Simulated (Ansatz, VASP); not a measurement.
# Two plane-wave programs on Os

```xyz
3
Lattice="4.3238 0.0000 0.0000 -2.1619 3.7446 0.0000 0.0000 0.0000 2.7211" Properties=species:S:1:pos:R:3 pbc="T T T"
Os    2.1619    3.7446    2.7211
Os    0.0000    2.4964    1.3605
Os    2.1619    1.2482    1.3605
```

Alike in both runs: functional PBE; k mesh 9 × 9 × 12; occupations fermi-dirac, width 0.1 eV; no spin polarisation.

Ansatz relaxed the structure, and its values are those at the end. VASP's run is a single point on that final structure, the one shown.

|  | VASP | Ansatz |
| --- | --- | --- |
| version | VASP 6.6.1 | Ansatz 0.2.0 |
| potentials or method | VASP PAW PBE potentials, release 64 (Os), cutoff 520 eV | plane waves (420 eV) with PAW, scalar-relativistic |
| valence electrons in the cell | 24 | 48 |

|  | VASP | Ansatz | Ansatz less VASP |
| --- | --- | --- | --- |
| pressure (GPa) | -0.3 | 0.0 | +0.23 |

VASP's potentials hold 24 valence electrons a cell and Ansatz's 48, so a difference there can come from the potentials and not from the codes.

Spin-orbit coupling is off throughout.
